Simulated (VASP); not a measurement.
A run of VASP 6.6.1 is set up as follows.

The input INCAR:

```
ALGO = Normal
EDIFF = 1E-7
ENCUT = 520
GGA = PE
ISIF = 2
ISMEAR = -1
LASPH = True
LCHARG = True
LELF = True
LREAL = False
LVHAR = True
LWAVE = False
NBANDS = 19
NELM = 80
PREC = Accurate
SIGMA = 0.05
```

File KPOINTS:

```
k-points
0
Gamma
  8 8 8
```

Contents of POSCAR:

```
Hg
1.0
    0.0000000000      3.3303445432      3.3303445432
    3.3303445432      0.0000000000      3.3303445432
    3.3303445432      3.3303445432      0.0000000000
Hg
2
Direct
   -0.1925000000     -0.1025000000     -0.1025000000
    0.1925000000      0.1025000000      0.1025000000
```

Potentials or basis: VASP PAW PBE potentials, release 64 (Hg).

Command:

```sh
$ cat potpaw_PBE.64/Hg/POTCAR > POTCAR
$ mpirun -np 1 vasp_std > vasp.out
```

Q: What does it give for the largest force?

A: 5.482 eV/Å.

Q: Predict the pressure.

A: 8.7 GPa.

Q: What does it give for the band gap on the k mesh?

A: Zero (bands 12 and 13 overlap by 3.12 eV).

Forces on the atoms (eV/Å):
```
Hg  -3.165  3.165  3.165
Hg   3.165 -3.165 -3.165
```

Caveat: the cell differs from its parent crystal (shortest bond scaled by 0.82); the cell stands under pressure; spin-orbit coupling is left out, which moves the levels of the heavy elements; forces of over 1 eV/Å act on the atoms, so gaps and moduli don't describe the material at rest.
